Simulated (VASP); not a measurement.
Write the native input for VASP 6.6.1 that does the following.

```yaml
Task: single point
Functional: PBE
Potentials_or_basis: VASP PAW PBE potentials, release 64 (Sn_d, Se)
Cutoff: 520 eV
k_mesh: 3 × 6 × 6
Occupations: fermi-dirac, width 0.05 eV
Spin: no spin polarisation
Dipole_correction: no
Further_INCAR_settings: ALGO = Normal; EDIFF = 1e-06; NBANDS = 50
```

The structure of SnSe lies in POSCAR:

```
SnSe
1.0
   11.2656567555      0.0000000000      0.0000000000
    0.0000000000      4.1333714366      0.0000000000
    0.0000000000      0.0000000000      4.3997223406
Sn Se
4 4
Direct
    0.8770000000      0.7500000000      0.9090000000
    0.6230000000      0.2500000000      0.4090000000
    0.3770000000      0.7500000000      0.5910000000
    0.1230000000      0.2500000000      0.0910000000
    0.6430000000      0.7500000000      0.9840000000
    0.8570000000      0.2500000000      0.4840000000
    0.1430000000      0.7500000000      0.5160000000
    0.3570000000      0.2500000000      0.0160000000
```

One way to write it, as run:

INCAR

```
PREC = Accurate
ENCUT = 520
EDIFF = 1E-6
ISMEAR = -1
SIGMA = 0.05
LREAL = False
LASPH = True
NELM = 60
ALGO = Normal
ISIF = 2
LWAVE = False
LCHARG = True
GGA = PE
LELF = True
LVHAR = True
NBANDS = 50
```

KPOINTS

```
Automatic mesh
0
Gamma
  3 6 6
```

Potentials or basis: VASP PAW PBE potentials, release 64 (Sn_d, Se).

Command:

```sh
$ cat potpaw_PBE.64/Sn_d/POTCAR potpaw_PBE.64/Se/POTCAR > POTCAR
$ mpirun -np 1 vasp_std > vasp.out
```

Results of the run:

| Property | Result |
| --- | --- |
| Pressure | 5.0 GPa |
| Largest force | 0.585 eV/Å |
| Band gap on the k mesh | 0.53 eV (least direct gap 0.70 eV) |

Caveat: the cell stands under pressure; semilocal functionals underestimate gaps, and a narrow one can read as zero; spin-orbit coupling is left out, which moves the levels of the heavy elements.

Wall time 2.5 min on 1 thread of Intel(R) Xeon(R) 6975P-C (Granite Rapids), on a shared host, peak memory 0.45 GiB.
